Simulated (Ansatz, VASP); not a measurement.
**Sb: VASP beside Ansatz**

The input INCAR:

```
PREC     = Accurate       # precision mode
ENCUT    = 520            # plane-wave cutoff, eV
EDIFF    = 1E-6           # SCF threshold, eV
ISMEAR   = -1             # smearing method
SIGMA    = 0.05           # smearing width, eV
LREAL    = F              # projectors in reciprocal space
LASPH    = T              # aspherical terms in the spheres
NELM     = 60             # most SCF steps
ALGO     = Normal         # electronic algorithm
ISIF     = 2              # what is computed and relaxed
LWAVE    = F              # write WAVECAR
LCHARG   = T              # write CHGCAR
LDIPOL   = T            
IDIPOL   = 3            
DIPOL    = 0.5 0.5 0.500
GGA      = CA             # functional
LELF     = T              # ELF
LVHAR    = T            
LVACPOTAV= T            
NBANDS   = 24             # bands
```

The input KPOINTS:

```
regular mesh
0
Gamma
  9 9 1
```

POSCAR

```
Sb
1.0
    3.3690001795      0.0000000000      0.0000000000
   -1.6845000897      2.9176397408      0.0000000000
    0.0000000000      0.0000000000     28.3250000000
Sb
6
Direct
    0.6666666667      0.3333333334      0.2647837599
    0.3333333333      0.6666666666      0.3588702560
    0.6666666667      0.3333333334      0.4529567520
    0.3333333333      0.6666666666      0.5470432480
    0.6666666667      0.3333333334      0.6411297440
    0.3333333333      0.6666666666      0.7352162401
```

Contents of input.yaml:

```yaml
crystal:
  lattice:
    - [3.3690001795, 0.0, 0.0]
    - [-1.6845000897, 2.9176397408, 0.0]
    - [0.0, 0.0, 28.325]
  atoms:
    - { symbol: Sb, position: [0.6666666667, 0.3333333334, 0.2647837599] }
    - { symbol: Sb, position: [0.3333333333, 0.6666666666, 0.358870256] }
    - { symbol: Sb, position: [0.6666666667, 0.3333333334, 0.452956752] }
    - { symbol: Sb, position: [0.3333333333, 0.6666666666, 0.547043248] }
    - { symbol: Sb, position: [0.6666666667, 0.3333333334, 0.641129744] }
    - { symbol: Sb, position: [0.3333333333, 0.6666666666, 0.7352162401] }
hamiltonian:
  xc: lda
  pseudopotentials: { kind: paw }
kpoints:
  mp_grid: { grid: [9, 9, 1] }
scf:
  occupations: { method: fermi_dirac, width: 0.05 }
  n_extra_bands: 15
output:
  forces: true
  eigenvalues: true
  dos: { projected: true, de: 0.05, nscf_kmesh: { grid: [14, 14, 1] } }
  write_density: true
  write_potential: true
  elf: true
  volumetric_format: npy
efield:
  axis: 3
  dipole_correction: true
  ramp_width: 0.04
```

Alike in both runs: functional LDA; k mesh 9 × 9 × 1; occupations fermi-dirac, width 0.05 eV; no spin polarisation.

|  | VASP | Ansatz |
| --- | --- | --- |
| version | VASP 6.6.1 | Ansatz 0.2.0 |
| potentials or method | VASP PAW LDA potentials, release 64 (Sb) | Ansatz PAW |
| plane-wave cutoff (eV) | 520 | 420 |
| valence electrons in the cell | 30 | 90 |
| task | single point | projected density of states |

|  | VASP | Ansatz | Ansatz less VASP |
| --- | --- | --- | --- |
| gap on the k mesh at the Fermi level (eV) | none | none | - |
| rms of the force components (eV/Å) | 0.164 | 0.163 | -0.0008 |
| work function, face that differs most (eV) | 4.52 | 4.52 | -0.002 |

LDA's correlation is that of Perdew and Zunger in VASP and of Perdew and Wang (1992) in Ansatz. Atom by atom the forces differ by 0.003 eV/Å (rms over components). A gap of «none» marks a metal or a gap that the smearing closes. VASP's potentials hold 30 valence electrons a cell and Ansatz's 90, so a difference there can come from the potentials and not from the codes.

Neither program's run includes spin-orbit coupling.
